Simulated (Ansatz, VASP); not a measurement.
## One calculation of Na2AgPtC6N6, two programs

INCAR

```
PREC = Accurate
ENCUT = 520
EDIFF = 1E-7
ISMEAR = 0
SIGMA = 0.1
LREAL = Auto
LASPH = T
NELM = 150
ALGO = Normal
ISIF = 2
LWAVE = F
LCHARG = F
ISPIN = 2
MAGMOM = 0 0 1 1 0 0 0 0 0 0 0 0 0 0 0 0
LORBIT = 11
LMAXMIX = 4
GGA = PE
NBANDS = 62
```

The input KPOINTS:

```
Automatic mesh
0
Gamma
  4 4 4
```

The input POSCAR:

```
Na2AgPtC6N6
1.0
    0.0000000000      5.1995000000      5.1995000000
    5.1995000000      0.0000000000      5.1995000000
    5.1995000000      5.1995000000      0.0000000000
Na Ag Pt C N
2 1 1 6 6
Direct
    0.2500000000      0.2500000000      0.2500000000
    0.7500000000      0.7500000000      0.7500000000
    0.0000000000      0.0000000000      0.0000000000
    0.5000000000      0.5000000000      0.5000000000
    0.8055582300      0.1944417700      0.1944417700
    0.1944417700      0.8055582300      0.1944417700
    0.1944417700      0.1944417700      0.8055582300
    0.1944417700      0.8055582300      0.8055582300
    0.8055582300      0.1944417700      0.8055582300
    0.8055582300      0.8055582300      0.1944417700
    0.6930474100      0.3069525900      0.3069525900
    0.3069525900      0.6930474100      0.3069525900
    0.3069525900      0.3069525900      0.6930474100
    0.3069525900      0.6930474100      0.6930474100
    0.6930474100      0.3069525900      0.6930474100
    0.6930474100      0.6930474100      0.3069525900
```

Input for Ansatz:

```yaml
crystal:
  lattice:
    - [0.0, 5.1995, 5.1995]
    - [5.1995, 0.0, 5.1995]
    - [5.1995, 5.1995, 0.0]
  atoms:
    - { symbol: Na, position: [0.25, 0.25, 0.25] }
    - { symbol: Na, position: [0.75, 0.75, 0.75] }
    - { symbol: Ag, position: [0.0, 0.0, 0.0], spin: 1.0 }
    - { symbol: Pt, position: [0.5, 0.5, 0.5], spin: 1.0 }
    - { symbol: C, position: [0.80555823, 0.19444177, 0.19444177] }
    - { symbol: C, position: [0.19444177, 0.80555823, 0.19444177] }
    - { symbol: C, position: [0.19444177, 0.19444177, 0.80555823] }
    - { symbol: C, position: [0.19444177, 0.80555823, 0.80555823] }
    - { symbol: C, position: [0.80555823, 0.19444177, 0.80555823] }
    - { symbol: C, position: [0.80555823, 0.80555823, 0.19444177] }
    - { symbol: "N", position: [0.69304741, 0.30695259, 0.30695259] }
    - { symbol: "N", position: [0.30695259, 0.69304741, 0.30695259] }
    - { symbol: "N", position: [0.30695259, 0.30695259, 0.69304741] }
    - { symbol: "N", position: [0.30695259, 0.69304741, 0.69304741] }
    - { symbol: "N", position: [0.69304741, 0.30695259, 0.69304741] }
    - { symbol: "N", position: [0.69304741, 0.69304741, 0.30695259] }
basis:
  ecutwfc: 420
kpoints:
  mp_grid: { grid: [4, 4, 4] }
hamiltonian:
  xc: pbe
scf:
  occupations: { method: gaussian, width: 0.1 }
  lower_state_search: "off"
output:
  forces: true
  stress: true
  eigenvalues: true
  populations: true
magnetization:
  spin_polarized: true
```

Alike in both runs: task single point; functional PBE; k mesh 4 × 4 × 4; occupations gaussian, width 0.1 eV; collinear spin.

|  | VASP | Ansatz |
| --- | --- | --- |
| version | VASP 6.6.1 | Ansatz 0.2.0 |
| potentials or method | VASP PAW PBE potentials, release 64 (Na_pv, Ag, Pt, C, N), cutoff 520 eV | scalar-relativistic, plane waves, PAW |
| valence electrons in the cell | 89 | 109 |

|  | VASP | Ansatz | Ansatz less VASP |
| --- | --- | --- | --- |
| gap on the k mesh at the Fermi level (eV) | none | none | - |
| pressure (GPa) | 16.0 | 15.8 | -0.16 |
| rms of the force components (eV/Å) | 0.838 | 0.996 | +0.1582 |
| net moment per atom (μB) | 0.00 | 0.03 | +0.033 |
| size of the moment on the site where the two differ most (μB) | 0.00 | 0.38 | +0.380 |

Site moments also hang on the region over which each program counts them. Atom by atom the forces differ by 0.211 eV/Å (rms over components). A gap of «none» marks a metal or a gap that the smearing closes. VASP's potentials hold 89 valence electrons a cell and Ansatz's 109, so a difference there can come from the potentials and not from the codes. Ansatz's warnings: seeded moment not kept.

Neither program's run includes spin-orbit coupling. Noted on VASP's run: the standard files for N, O and F lose accuracy on very short bonds.
